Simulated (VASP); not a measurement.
Here is a VASP 6.6.1 calculation.

POSCAR

```
Hf
1.0
   -1.8170239646      1.8170239646      1.8170239646
    1.8170239646     -1.8170239646      1.8170239646
    1.8170239646      1.8170239646     -1.8170239646
Hf
1
Direct
    0.0000000000      0.0000000000      0.0000000000
```

Contents of INCAR.step1:

```
SYSTEM = Hf
PREC = Accurate
ENCUT = 520
ISMEAR = -1
SIGMA = 0.1
LREAL = .False.
LASPH = .True.
NELM = 100
NBANDS = 11
GGA = PE
ALGO = Normal
EDIFF = 1E-4
LWAVE = .True.
LCHARG = .False.
```

INCAR.step2

```
SYSTEM = Hf
PREC = Accurate
ENCUT = 520
EDIFF = 1E-7
ISMEAR = -1
SIGMA = 0.1
LREAL = .False.
LASPH = .True.
NELM = 100
ALGO = Normal
ISIF = 2
LWAVE = .False.
LCHARG = .False.
METAGGA = R2SCAN
LMIXTAU = .True.
NBANDS = 11
ISTART = 1
```

Contents of KPOINTS:

```
Automatic mesh
0
Gamma
  14 14 14
  0 0 0
```

Potentials or basis: VASP PAW PBE potentials, release 64 (Hf_pv).

Launch:

```console
$ cat potpaw_PBE.64/Hf_pv/POTCAR > POTCAR
$ cp INCAR.step1 INCAR
$ mpirun -np 1 vasp_std > vasp.out
$ cp INCAR.step2 INCAR
$ mpirun -np 1 vasp_std > vasp.out
```

(1) Estimate the pressure.

(2) What does it give for the band gap on the k mesh?

Results:

(1) -7.3 GPa.

(2) zero (band 5 reaches 5.70 eV, above the bottom of band 6 at 3.18 eV).

Caveat: the PAW data sets were made with another functional, which shifts forces and pressure a little; spin-orbit coupling is left out, which moves the levels of the heavy elements.
